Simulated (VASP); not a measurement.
A run of VASP 6.6.1 is set up as follows.

INCAR

```
SYSTEM = SiPb2
PREC = Accurate
ENCUT = 520
EDIFF = 1E-8
ISMEAR = -1
SIGMA = 0.15
LREAL = .False.
LASPH = .True.
NELM = 80
ALGO = Fast
ISIF = 2
LWAVE = .False.
LCHARG = .False.
GGA = PE
NBANDS = 23
IBRION = 8
NSW = 1
```

The input KPOINTS:

```
regular mesh
0
Gamma
  10 10 10
  0 0 0
```

File POSCAR:

```
SiPb2
1.0
    0.0000000000      3.5585554146      3.5585554146
    3.5585554146      0.0000000000      3.5585554146
    3.5585554146      3.5585554146      0.0000000000
Si Pb
1 2
Direct
    0.0000000000      0.0000000000      0.0000000000
    0.7500000000      0.7500000000      0.7500000000
    0.2500000000      0.2500000000      0.2500000000
```

Potentials or basis: VASP PAW PBE potentials, release 64 (Si, Pb_d).

The run is started by

```console
$ cat potpaw_PBE.64/Si/POTCAR potpaw_PBE.64/Pb_d/POTCAR > POTCAR
$ mpirun -np 1 vasp_std > vasp.out
```

Problem. Estimate the highest phonon frequency at Γ.

Solution. 157 cm⁻¹.

Phonon frequencies in cm⁻¹ (negative: imaginary):
```tsv
q point	frequencies
(0.000, 0.000, 0.000)	0 0 0 71 71 71 157 157 157
```
